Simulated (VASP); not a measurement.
Input of a VASP 6.6.1 run:

File INCAR:

```
ALGO = Normal ; EDIFF = 1E-6
EDIFFG = -0.005 ; ENCUT = 600
GGA = PE ; IBRION = 2
ISIF = 3 ; ISMEAR = -1
LASPH = T ; LCHARG = F
LREAL = F ; LWAVE = F
NELM = 100 ; NSW = 32
PREC = Accurate ; PSTRESS = 20.0
SIGMA = 0.08
```

Contents of KPOINTS:

```
k-points
0
Gamma
  22 22 22
```

File POSCAR:

```
C
1.0
    0.0000000000      1.5334980875      1.5334980875
    1.5334980875      0.0000000000      1.5334980875
    1.5334980875      1.5334980875      0.0000000000
C
1
Direct
    0.0000000000      0.0000000000      0.0000000000
```

Potentials or basis: VASP PAW PBE potentials, release 64 (C).

Command:

```sh
$ cat potpaw_PBE.64/C/POTCAR > POTCAR
$ mpirun -np 1 vasp_std > vasp.out
```

**Question.** What does it give for the band gap on the k mesh?

**Answer.** Zero (band 2 reaches 15.84 eV, above the bottom of band 3 at 4.56 eV).

Final structure:
```
C
1.0
     0.00000    1.53350    1.53350
     1.53350    0.00000    1.53350
     1.53350    1.53350    0.00000
C
1
Cartesian
  0.0000 0.0000 0.0000
```

Caveat: the relaxation stopped at its first step, so nothing moved; the cell is relaxed towards a set pressure, so the enthalpy falls and the energy may rise.
